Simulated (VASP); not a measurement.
## TiB: relaxation of cell and atoms with PBEsol

The system is TiB.

```xyz
2
Lattice="0.0000 2.2439 2.2439 2.2439 0.0000 2.2439 2.2439 2.2439 0.0000" Properties=species:S:1:pos:R:3 pbc="T T T"
Ti    0.0000    0.0000    0.0000
B     2.2439    2.2439    2.2439
```

```json
{
 "Program": "VASP 6.6.1",
 "Task": "relaxation of cell and atoms",
 "Functional": "PBEsol",
 "Potentials or basis": "VASP PAW PBE potentials, release 64 (Ti_sv, B)",
 "Cutoff": "600 eV",
 "k mesh": "16 × 16 × 16",
 "Occupations": "gaussian, width 0.1 eV",
 "Spin": "no spin polarisation",
 "Dipole correction": "no",
 "Further INCAR settings": "ALGO = Normal; EDIFF = 1e-07; IBRION = 2; EDIFFG = -0.01; NSW = 80; ISIF = 3"
}
```

```yaml
Relaxed_volume: 11.31 Å³/atom
Relaxed_cell: a = 3.175 Å, b = 3.175 Å, c = 3.175 Å, α = 60.00°, β = 60.00°, γ = 60.00°
Space_group_after_relaxing_to_0.1_Å: Fm-3m (No. 225)
Energy_gained_by_relaxing: 0.0 meV/atom
Ionic_steps: 3
Pressure_after_relaxing: 0.0 GPa
Band_gap_on_the_k_mesh: zero (an odd number of electrons rules out a gap without spin polarisation)
```

Final structure:
```yaml
crystal:
  lattice:
    - [0.00000, 2.24497, 2.24497]
    - [2.24497, 0.00000, 2.24497]
    - [2.24497, 2.24497, 0.00000]
  atoms:
    - { symbol: Ti, position: [0.00000, 0.00000, 0.00000] }
    - { symbol: B, position: [0.50000, 0.50000, 0.50000] }
```

Levels at points of the mesh, in eV from the Fermi level:
```tsv
k point	band 4	band 5	band 6	band 7	band 8	band 9	band 10	band 11
(0.00, 0.00, 0.00)	-31.68	-9.04	1.44	1.44	1.44	2.36	2.36	4.60
(0.50, 0.00, 0.00)	-31.72	-4.67	-4.29	-1.05	-1.05	3.53	3.53	4.92
(0.50, 0.50, 0.00)	-31.81	-5.84	-1.91	-0.71	2.22	2.22	3.28	4.04
```

Wall time 3.2 min on 1 thread of Intel Xeon 8259CL (shared host), peak memory 0.21 GiB.

Caveat: the PAW data sets were made with another functional, which shifts forces and pressure a little.
